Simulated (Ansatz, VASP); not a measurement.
**Si2W: VASP beside Ansatz**

```
CELL_PARAMETERS angstrom
-1.60690 1.60690 3.91495
1.60690 -1.60690 3.91495
1.60690 1.60690 -3.91495
ATOMIC_POSITIONS crystal
Si 0.38429 0.38429 0.00000
Si 0.61571 0.61571 0.00000
W 0.00000 0.00000 0.00000
```

Alike in both runs: task electric field gradients; functional PBEsol; k mesh 13 × 13 × 13; occupations fermi-dirac, width 0.05 eV; no spin polarisation.

|  | VASP | Ansatz |
| --- | --- | --- |
| version | VASP 6.6.1 | Ansatz 0.2.0 |
| potentials or method | VASP PAW PBE potentials, release 64 (Si, W_sv) | PAW with Ansatz's default frozen-core files, scalar-relativistic |
| plane-wave cutoff (eV) | 520 | 420 |
| valence electrons in the cell | 22 | 22 |

|  | VASP | Ansatz | Ansatz less VASP |
| --- | --- | --- | --- |
| gap on the k mesh at the Fermi level (eV) | none | none | - |
| rms of the force components (eV/Å) | 8.563 | 8.580 | +0.0169 |

VASP's potentials were made for PBE, not for PBEsol. Atom by atom the forces differ by 0.017 eV/Å (rms over components). A gap of «none» marks a metal or a gap that the smearing closes. The functional is the same, so the differences come from potentials, cutoffs and numerics.

Spin-orbit coupling is off throughout.
